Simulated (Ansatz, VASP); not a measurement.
## Two plane-wave programs on BN

The input INCAR:

```
ALGO = Normal
DIPOL = 0.5 0.5 0.500
EDIFF = 1E-6
ENCUT = 520
GGA = PS
IDIPOL = 3
ISIF = 2
ISMEAR = 0
LASPH = T
LCHARG = F
LDIPOL = T
LREAL = F
LWAVE = F
NBANDS = 26
NELM = 100
PREC = Accurate
SIGMA = 0.05
```

The input KPOINTS:

```
k-points
0
Gamma
  12 12 1
```

Contents of POSCAR:

```
BN
1.0
    2.5043488730      0.0000000000      0.0000000000
   -1.2521744365      2.1688297439      0.0000000000
    0.0000000000      0.0000000000     17.5286415822
B N
4 4
Direct
    0.6666666667      0.3333333333      0.1996732025
    0.3333333333      0.6666666667      0.3998910675
    0.6666666667      0.3333333333      0.6001089325
    0.3333333333      0.6666666667      0.8003267975
    0.3333333333      0.6666666667      0.1996732025
    0.6666666667      0.3333333333      0.3998910675
    0.3333333333      0.6666666667      0.6001089325
    0.6666666667      0.3333333333      0.8003267975
```

Input for Ansatz:

```yaml
crystal:
  lattice:
    - [2.504348873, 0.0, 0.0]
    - [-1.2521744365, 2.1688297439, 0.0]
    - [0.0, 0.0, 17.5286415822]
  atoms:
    - { symbol: B, position: [0.6666666667, 0.3333333333, 0.1996732025] }
    - { symbol: "N", position: [0.3333333333, 0.6666666667, 0.1996732025] }
    - { symbol: B, position: [0.3333333333, 0.6666666667, 0.3998910675] }
    - { symbol: "N", position: [0.6666666667, 0.3333333333, 0.3998910675] }
    - { symbol: B, position: [0.6666666667, 0.3333333333, 0.6001089325] }
    - { symbol: "N", position: [0.3333333333, 0.6666666667, 0.6001089325] }
    - { symbol: B, position: [0.3333333333, 0.6666666667, 0.8003267975] }
    - { symbol: "N", position: [0.6666666667, 0.3333333333, 0.8003267975] }
basis:
  ecutwfc: 420
kpoints:
  mp_grid: { grid: [12, 12, 1] }
hamiltonian:
  xc: pbesol
scf:
  occupations: { method: gaussian, width: 0.05 }
output:
  forces: true
  stress: true
  eigenvalues: true
efield:
  axis: 3
  dipole_correction: true
  ramp_width: 0.04
```

Alike in both runs: task single point; functional PBEsol; k mesh 12 × 12 × 1; occupations gaussian, width 0.05 eV; no spin polarisation.

```csv
,VASP,Ansatz
version,VASP 6.6.1,Ansatz 0.2.0
potentials or method,"VASP PAW PBE potentials, release 64 (B, N), cutoff 520 eV","scalar-relativistic, plane waves, PAW"
valence electrons in the cell,32,32
```

Ansatz gave:

- gap on the k mesh at the Fermi level (eV): 4.33
- least direct gap on the mesh (eV): 4.63
- rms of the force components (eV/Å): 0.011

**Question.** Which values does VASP return?

**Answer.** gap on the k mesh at the Fermi level (eV): 4.32; least direct gap on the mesh (eV): 4.62; rms of the force components (eV/Å): 0.011.

VASP's potentials were made for PBE, not for PBEsol. The functional is the same, so the differences come from potentials, cutoffs and numerics. Ansatz's warnings: vacuum density over bound.
